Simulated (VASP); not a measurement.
Set up this calculation in VASP 6.6.1, as the native input.

* Task: single point
* Functional: LDA
* Potentials or basis: VASP PAW LDA potentials, release 64 (K_sv, Br)
* Cutoff: 520 eV
* k mesh: 6 × 6 × 4
* Occupations: gaussian, width 0.05 eV
* Spin: no spin polarisation
* Dipole correction: no
* Further INCAR settings: ALGO = Normal; EDIFF = 1e-07; NBANDS = 24

The structure of KBr lies in POSCAR:

```
KBr
1.0
    3.7342618780      0.0000000000      0.0000000000
    0.0000000000      3.7342618780      0.0000000000
    0.0000000000      0.0000000000      7.4685237561
K Br
2 2
Direct
    0.0000000000      0.0000000000      0.0000000000
    0.0000000000      0.0000000000      0.5000000000
    0.3545696532      0.5000000000      0.2500000000
    0.6454303468      0.5000000000      0.7500000000
```

This cell differs from its parent crystal: atoms displaced along a vibrational mode, the cell strained.

These files were run (other wordings do the same):

INCAR

```
SYSTEM = KBr
PREC = Accurate
ENCUT = 520
EDIFF = 1E-7
ISMEAR = 0
SIGMA = 0.05
LREAL = .FALSE.
LASPH = .TRUE.
NELM = 60
ALGO = Normal
ISIF = 2
LWAVE = .FALSE.
LCHARG = .FALSE.
GGA = CA
NBANDS = 24
```

KPOINTS

```
Automatic mesh
0
G
  6 6 4
  0 0 0
```

Potentials or basis: VASP PAW LDA potentials, release 64 (K_sv, Br).

The run is started by

```sh
$ cat potpaw_LDA.64/K_sv/POTCAR potpaw_LDA.64/Br/POTCAR > POTCAR
$ mpirun -np 1 vasp_std > vasp.out
```

Results of the run:

```
Pressure               : 5.6 GPa
Largest force          : 0.904 eV/Å
Band gap on the k mesh : 4.28 eV (least direct gap 4.46 eV)
```

Caveat: the cell differs from its parent crystal (atoms displaced along a vibrational mode, the cell strained); the cell stands under pressure.

Run time: 100 s on 1 thread of Intel(R) Xeon(R) Platinum 8259CL CPU @ 2.50GHz (Skylake/Cascade Lake), on a shared host, peak memory 0.23 GiB.
